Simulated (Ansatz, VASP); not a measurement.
## Gd: VASP beside Ansatz

File INCAR:

```
SYSTEM = Gd
PREC     = Accurate       ! precision mode
ENCUT    = 520            ! plane-wave cutoff, eV
EDIFF    = 1E-6           ! SCF threshold, eV
ISMEAR   = 1              ! smearing method
SIGMA    = 0.2            ! smearing width, eV
LREAL    = .FALSE.        ! projectors in reciprocal space
LASPH    = .TRUE.         ! aspherical terms in the spheres
NELM     = 150            ! most SCF steps
ALGO     = Normal         ! electronic algorithm
ISIF     = 2              ! what is computed and relaxed
LWAVE    = .FALSE.        ! write WAVECAR
LCHARG   = .FALSE.        ! write CHGCAR
ISPIN    = 2              ! spin polarisation
MAGMOM   = 7              ! initial moments
LORBIT   = 11             ! projections on sites
LMAXMIX  = 6              ! l up to which the mixer works
GGA      = CA             ! functional
NBANDS   = 19             ! bands
```

Contents of KPOINTS:

```
regular mesh
0
G
  6 6 6
  0 0 0
```

POSCAR

```
Gd
1.0
    0.0000000000      2.5858190000      2.5858190000
    2.5858190000      0.0000000000      2.5858190000
    2.5858190000      2.5858190000      0.0000000000
Gd
1
Direct
    0.0000000000      0.0000000000      0.0000000000
```

Input for Ansatz:

```yaml
crystal:
  lattice:
    - [0.0, 2.585819, 2.585819]
    - [2.585819, 0.0, 2.585819]
    - [2.585819, 2.585819, 0.0]
  atoms:
    - { symbol: Gd, position: [0.0, 0.0, 0.0] }
basis:
  ecutwfc: 450.0
kpoints:
  mp_grid:
    grid: [6, 6, 6]
hamiltonian:
  xc: lda
magnetization:
  spin_polarized: true
  per_species:
    Gd: 7.0
scf:
  n_extra_bands: 16
  occupations:
    method: cold
    width: 0.2
output:
  forces: true
  stress: true
```

Alike in both runs: task single point; functional LDA; k mesh 6 × 6 × 6; collinear spin.

|  | VASP | Ansatz |
| --- | --- | --- |
| version | VASP 6.6.1 | Ansatz 0.2.0 |
| potentials or method | VASP PAW PBE potentials, release 64 (Gd), cutoff 520 eV | plane waves, PAW |
| occupations | methfessel-paxton of order 1, width 0.2 eV | cold, width 0.2 eV |
| valence electrons in the cell | 18 | 18 |

|  | VASP | Ansatz | Ansatz less VASP |
| --- | --- | --- | --- |
| pressure (GPa) | -5.8 | -5.5 | +0.26 |
| net moment per atom (μB) | 7.14 | 7.24 | +0.103 |
| size of the moment on the site where the two differ most (μB) | 6.81 | 7.11 | +0.300 |

The net moments are unlike, so the other rows may belong to different states. VASP's potentials were made for PBE, not for LDA. LDA's correlation is that of Perdew and Zunger in VASP and of Perdew and Wang (1992) in Ansatz. Site moments also hang on the region over which each program counts them. Ansatz's warnings: stability check not made.

Neither program's run includes spin-orbit coupling.
